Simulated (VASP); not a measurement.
Runs of VASP 6.6.1 on PdPt2Se3. The structure is that of space group P6/mmm (No. 191), or close to it. The cells are those of the table. The cell was generated, and may not be a known phase.

| task | spin | cell | k mesh | cutoff (eV) | gap on the mesh (eV) | pressure (GPa) |
| --- | --- | --- | --- | --- | --- | --- |
| single point | off | a = 6.496, b = 6.496, c = 3.583 Å, angles 90.0, 90.0, 120.0°, 6 atoms | 6 × 6 × 10 | 520 | none | 0.0 |
| single point | off | a = 6.309, b = 6.309, c = 3.709 Å, angles 90.0, 90.0, 120.0°, 6 atoms | 3 × 3 × 6 | 520 | none | 0.4 |
| relaxation of cell and atoms | off | relaxed from a = 6.309, b = 6.309, c = 3.709 Å, angles 90.0, 90.0, 120.0°, 6 atoms | 6 × 6 × 10 | 600 | none | 0.0 |
| single point | collinear | a = 6.309, b = 6.309, c = 3.709 Å, angles 90.0, 90.0, 120.0°, 6 atoms | 3 × 3 × 6 | 520 | none | (a) |

Alike in all rows: level PBE; potentials or basis VASP PAW PBE potentials, release 64 (Pd, Pt, Se); smearing gaussian 0.1 eV.

Task: Estimate the missing entries.

Result: (a) 0.3.

Caveats: some runs use coarse meshes; spin-orbit coupling is left out, which moves the levels of the heavy elements.

A k mesh can miss the band edges, and the runs leave out spin-orbit coupling on Pd, Pt, Se.

A gap of «none» marks levels without a gap at the run's occupations.
